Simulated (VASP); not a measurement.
CuO:

```
CELL_PARAMETERS angstrom
2.31296 -1.69024 0.00000
2.31296 1.69024 0.00000
-0.84892 0.00000 4.99106
ATOMIC_POSITIONS crystal
Cu 0.00320 0.49680 0.00000
Cu 0.49680 0.00320 0.50000
O 0.57140 0.40560 0.25370
O 0.40560 0.57140 0.75370
```

Base run:

- Program: VASP 6.6.1
- Functional: r2SCAN
- Potentials or basis: VASP PAW PBE potentials, release 64 (Cu, O)
- Cutoff: 520 eV
- k mesh: 10 × 10 × 5
- Occupations: fermi-dirac, width 0.05 eV
- Spin: no spin polarisation

Its results: band gap on the k mesh zero (bands 17 and 18 overlap by 0.60 eV); pressure 8.0 GPa; largest force 0.896 eV/Å.

Problem. The run is repeated on the same cell with these changes: functional from r2SCAN to BLYP; further incar settings from ALGO = Normal; EDIFF = 1e-06; NBANDS = 25 to ALGO = Normal; EDIFF = 1e-07; NBANDS = 25. What comes out?

Solution. Band gap on the k mesh zero (bands 17 and 18 overlap by 0.60 eV); pressure 22.4 GPa; largest force 0.960 eV/Å.

Caveats: the cell stands under pressure; the PAW data sets were made with another functional, which shifts forces and pressure a little; semilocal functionals often make such compounds metallic where correlation or magnetic order opens a gap, which also shifts bond lengths.
